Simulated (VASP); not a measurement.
Set up this calculation in VASP 6.6.1, as the native input.

```
Task                   : single point
Functional             : PBE
Dispersion             : D3(BJ)
Potentials or basis    : VASP PAW PBE potentials, release 64 (C, O)
Cutoff                 : 520 eV
k mesh                 : 4 × 4 × 1
Occupations            : gaussian, width 0.05 eV
Spin                   : no spin polarisation
Dipole correction      : yes
Further INCAR settings : LREAL = Auto; ALGO = Normal; EDIFF = 1e-07; NBANDS = 112
```

The structure of C41O lies in POSCAR:

```
C41O
1.0
    7.2946484380      0.0000000000      0.0000000000
   -3.3317658956      7.8620301879      0.0000000000
    0.0000000000      0.0000000000     23.5809581711
C O
41 1
Direct
    0.2500899670      0.1666966556      0.1696283913
    0.2500899670      0.6666966556      0.1696283913
    0.7500899670      0.1666966556      0.1696283913
    0.7500899670      0.6666966556      0.1696283913
    0.2499100331      0.3333033444      0.1696283913
    0.2499100331      0.8333033444      0.1696283913
    0.7499100330      0.3333033444      0.1696283913
    0.7499100331      0.8333033444      0.1696283913
    0.2500899670      0.4166966557      0.2218942371
    0.2500899670      0.9166966557      0.2218942371
    0.7500899670      0.4166966557      0.2218942371
    0.7500899670      0.9166966557      0.2218942371
    0.2499100331      0.0833033444      0.2218942371
    0.2499100331      0.5833033444      0.2218942371
    0.7499100331      0.0833033444      0.2218942371
    0.7499100331      0.5833033444      0.2218942371
    0.2500106166      0.1676584830      0.2741412246
    0.2500106166      0.6676584830      0.2741412246
    0.7500106166      0.1676584830      0.2741412246
    0.7500106166      0.6676584830      0.2741412246
    0.2499893834      0.3323415170      0.2741412246
    0.2499893834      0.8323415170      0.2741412246
    0.7499893834      0.3323415170      0.2741412246
    0.7499893834      0.8323415170      0.2741412246
    0.2500643137      0.4183240206      0.3266192408
    0.2500643137      0.9183240206      0.3266192408
    0.7500643137      0.4183240206      0.3266192408
    0.7500643137      0.9183240206      0.3266192408
    0.2499356863      0.0816759794      0.3266192408
    0.2499356863      0.5816759794      0.3266192408
    0.7499356863      0.0816759794      0.3266192408
    0.7499356863      0.5816759794      0.3266192408
    0.2498811848      0.1772167637      0.3744953071
    0.2498811848      0.6772167637      0.3744953071
    0.7498811848      0.1772167637      0.3744953071
    0.7498811848      0.6772167637      0.3744953071
    0.2501188152      0.3227832363      0.3744953071
    0.2501188152      0.8227832363      0.3744953071
    0.7501188152      0.3227832363      0.3744953071
    0.7501188152      0.8227832363      0.3744953071
    0.4998811848      0.5522167637      0.5504847630
    0.4998811848      0.5522167637      0.5017166005
```

The input as run:

INCAR

```
PREC     = Accurate       # precision mode
ENCUT    = 520            # plane-wave cutoff, eV
EDIFF    = 1E-7           # SCF threshold, eV
ISMEAR   = 0              # smearing method
SIGMA    = 0.05           # smearing width, eV
LREAL    = Auto         
LASPH    = T              # aspherical terms in the spheres
NELM     = 100            # most SCF steps
ALGO     = Normal         # electronic algorithm
ISIF     = 2              # what is computed and relaxed
LWAVE    = F              # write WAVECAR
LCHARG   = T              # write CHGCAR
LDIPOL   = T            
IDIPOL   = 3            
DIPOL    = 0.5 0.5 0.285
GGA      = PE             # functional
IVDW     = 12             # dispersion correction
LELF     = T              # ELF
LVHAR    = T            
LVACPOTAV= T            
NBANDS   = 112            # bands
LUSENCCL = F
```

KPOINTS

```
regular mesh
0
Gamma
  4 4 1
```

Potentials or basis: VASP PAW PBE potentials, release 64 (C, O).

Run with:

```bash
$ cat potpaw_PBE.64/C/POTCAR potpaw_PBE.64/O/POTCAR > POTCAR
$ mpirun -np 1 vasp_std > vasp.out
```

Results of the run:

* Largest force: 6.693 eV/Å
* Band gap on the k mesh: 0.01 eV (least direct gap 0.03 eV)
* Dispersion energy per atom: -0.113 eV

It took 6.3 min on 1 × NVIDIA H100 80GB with 1 thread of AMD EPYC 7R13 Processor (Zen 3), on a shared host, peak memory 2.4 GiB.
